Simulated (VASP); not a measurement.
# ZnO (zincite) (P6_3mc) in VASP: a series of runs, part 2 of 2

VASP 6.6.1. The steps go on from the part before.

## (6) Single point, PBEsol+D3(BJ)

This run uses another cell than the first one, of 12.14 Å³/atom, 1.041 times its volume.

INCAR reads:

```
PREC = Accurate
ENCUT = 520
EDIFF = 1E-7
ISMEAR = -1
SIGMA = 0.05
LREAL = False
LASPH = True
NELM = 100
ALGO = Normal
ISIF = 2
LWAVE = False
LCHARG = False
GGA = PS
IVDW = 12
NBANDS = 26
```

KPOINTS reads:

```
regular mesh
0
Gamma
  9 9 5
```

POSCAR reads:

```
ZnO
1.0
    3.2708272232      0.0000000000      0.0000000000
   -1.6354136116      2.8326194666      0.0000000000
    0.0000000000      0.0000000000      5.2401848988
Zn O
2 2
Direct
    0.6666666667      0.3333333333      0.0000000000
    0.3333333333      0.6666666667      0.5000000000
    0.3333333333      0.6666666667      0.8790100000
    0.6666666667      0.3333333333      0.3790100000
```

Potentials or basis: VASP PAW PBE potentials, release 64 (Zn, O).

Command:

```console
> cat potpaw_PBE.64/Zn/POTCAR potpaw_PBE.64/O/POTCAR > POTCAR
> mpirun -np 1 vasp_std > vasp.out
```

OUTCAR:

```text
PREC = Accurate
   ENCUT = 520
   EDIFF = 1E-7
   ISMEAR = -1
   LREAL = False
   LASPH = True
   NELM = 100
   ISIF = 2
   GGA = PS
   IVDW = 12
 IVDW          = 12

 ion  position               nearest neighbor table
   1  0.667  0.333  0.000-   4 1.99   3 1.99   3 1.99   3 1.99
   2  0.333  0.667  0.500-   3 1.99   4 1.99   4 1.99   4 1.99
   3  0.333  0.667  0.879-   2 1.99   1 1.99   1 1.99   1 1.99
   4  0.667  0.333  0.379-   1 1.99   2 1.99   2 1.99   2 1.99

  LATTYP: Found a hexagonal cell.
 ALAT       =     3.2708272232
[... 897 lines left out ...]

  FORCE on cell =-STRESS in cart. coord.  units (eV):
  Direction    XX          YY          ZZ          XY          YZ          ZX
  --------------------------------------------------------------------------------------
  -------------------------------------------------------------------------------------
  Total      -1.87872    -1.87872    -1.38952     0.00000     0.00000     0.00000
  in kB     -61.99840   -61.99840   -45.85471     0.00000     0.00000     0.00000
  external pressure =      -56.62 kB  Pullay stress =        0.00 kB

 VOLUME and BASIS-vectors are now :
 -----------------------------------------------------------------------------
  energy-cutoff  :      520.00
  volume of cell :       48.55
      direct lattice vectors                 reciprocal lattice vectors
     3.270827223  0.000000000  0.000000000     0.305733055  0.176515062  0.000000000
    -1.635413612  2.832619467  0.000000000     0.000000000  0.353030123  0.000000000
     0.000000000  0.000000000  5.240184899     0.000000000  0.000000000  0.190832961

 POSITION                                       TOTAL-FORCE (eV/Angst)
 -----------------------------------------------------------------------------------
      1.63541      0.94421      0.00000         0.000000      0.000000     -0.059163
     -0.00000      1.88841      2.62009        -0.000000      0.000000     -0.059163
     -0.00000      1.88841      4.60617         0.000000      0.000000      0.059163
      1.63541      0.94421      1.98608        -0.000000     -0.000000      0.059163
 -----------------------------------------------------------------------------------
    total drift:                               -0.000001     -0.000001     -0.000784

  FREE ENERGIE OF THE ION-ELECTRON SYSTEM (eV)
  ---------------------------------------------------
  free  energy   TOTEN  =       -20.1168703253 eV

  energy  without entropy=      -20.1168573850  energy(sigma->0) =      -20.11686386
```

OSZICAR:

```text
N       E                     dE             d eps       ncg     rms          rms(c)
DAV:   1     0.297758780412E+03    0.29776E+03   -0.18038E+04  1880   0.200E+03
DAV:   2     0.996258984437E+01   -0.28780E+03   -0.26933E+03  2002   0.412E+02
DAV:   3    -0.215661238675E+02   -0.31529E+02   -0.31111E+02  2064   0.139E+02
DAV:   4    -0.221954920243E+02   -0.62937E+00   -0.62792E+00  2134   0.201E+01
DAV:   5    -0.221985989697E+02   -0.31069E-02   -0.31068E-02  2018   0.146E+00    0.136E+01
DAV:   6    -0.192792932379E+02    0.29193E+01   -0.56804E+00  2928   0.609E+01    0.869E+00
DAV:   7    -0.194500024744E+02   -0.17071E+00   -0.26100E+00  1976   0.160E+01    0.523E+00
DAV:   8    -0.194486503230E+02    0.13522E-02   -0.51683E-01  2542   0.711E+00    0.163E+00
DAV:   9    -0.193984368853E+02    0.50213E-01   -0.95848E-02  2728   0.620E+00    0.359E-01
DAV:  10    -0.194001439144E+02   -0.17070E-02   -0.35834E-02  1892   0.132E+00    0.107E-01
DAV:  11    -0.194001695858E+02   -0.25671E-04   -0.54397E-04  2338   0.299E-01    0.239E-02
DAV:  12    -0.194001849678E+02   -0.15382E-04   -0.95935E-05  2124   0.270E-01    0.162E-02
DAV:  13    -0.194001892541E+02   -0.42863E-05   -0.10227E-05  2134   0.743E-02    0.177E-02
DAV:  14    -0.194001852203E+02    0.40338E-05   -0.10472E-05  2192   0.302E-02    0.213E-03
DAV:  15    -0.194001851867E+02    0.33580E-07   -0.11862E-06  1924   0.110E-02    0.119E-03
DAV:  16    -0.194001851332E+02    0.53573E-07   -0.21339E-08   980   0.312E-03
   1 F= -.20116870E+02 E0= -.20116864E+02  d E =-.129403E-04
```

stdout:

```text
POSCAR found type information on POSCAR ZnO
 POSCAR found :  2 types and       4 ions
 scaLAPACK will be used
 -----------------------------------------------------------------------------
|                                                                             |
|                                                                             |
|     You enforced a specific xc type in the INCAR file but a different       |
|     I HOPE YOU KNOW WHAT YOU ARE DOING!                                     |
|                                                                             |
 -----------------------------------------------------------------------------

 LDA part: xc-table for (Slater+PW92), standard interpolation
 POSCAR, INCAR and KPOINTS ok, starting setup
 FFT: planning ... GRIDC
 FFT: planning ... GRID_SOFT
 FFT: planning ... GRID
 WAVECAR not read
 entering main loop
```

It took 45 s on 1 thread of Intel Xeon Platinum 8259CL at 2.50GHz (Skylake/Cascade Lake), shared host; peak memory 0.19 GiB.

Results:

| Item | Value |
| --- | --- |
| Free energy | -20.1169 eV |
| Pressure | -5.7 GPa |
| Largest force | 0.059 eV/Å |
| Band gap on the k mesh | 0.66 eV, direct |
| Dispersion energy per atom | -0.179 eV |

Forces on the atoms (eV/Å):
```
Zn   0.000  0.000 -0.059
Zn   0.000  0.000 -0.059
O    0.000  0.000  0.059
O    0.000  0.000  0.059
```

Caveat: the PAW data sets were made with another functional, which shifts forces and pressure a little.

## (7) The runs side by side

```tsv
level	cell	gap on the mesh (eV)	pressure (GPa)	largest force (eV/Å)
PBEsol+D3(BJ)	a = 3.227, b = 3.227, c = 5.171 Å, angles 90.0, 90.0, 120.0°, 4 atoms	0.71	-0.4	0.07
revPBE	a = 3.227, b = 3.227, c = 5.171 Å, angles 90.0, 90.0, 120.0°, 4 atoms	0.88	12.8	0.09
PBEsol+D3(BJ)	a = 3.249, b = 3.249, c = 5.206 Å, angles 90.0, 90.0, 120.0°, 4 atoms	0.68	-3.1	0.07
revPBE	a = 3.249, b = 3.249, c = 5.206 Å, angles 90.0, 90.0, 120.0°, 4 atoms	0.86	9.4	0.08
PBEsol+D3(BJ)	a = 3.271, b = 3.271, c = 5.240 Å, angles 90.0, 90.0, 120.0°, 4 atoms	0.66	-5.7	0.06
```

Alike in all rows: task single point; potentials or basis VASP PAW PBE potentials, release 64 (Zn, O); no spin polarisation; k mesh 9 × 9 × 5; cutoff (eV) 520; smearing fermi-dirac 0.05 eV.

Caveats: the PAW data sets were made with another functional, which shifts forces and pressure a little.

Absolute energies hang on the potentials; compare differences alone.

## (8) How close it comes

Step 2. Measured gap of ZnO: 3.37 eV (quoted in “Electronic structure of alkaline earth and post-transition metal oxides”, 2009, arxiv:0908.1581). This calculation gives 0.71 eV (-2.66 eV). So large a miss can be the level of theory's own, or it may mean another phase, state or a wrong row. The value is that of PBEsol+D3(BJ), without temperature or zero-point motion. Semilocal functionals fall short of measured gaps as a rule.
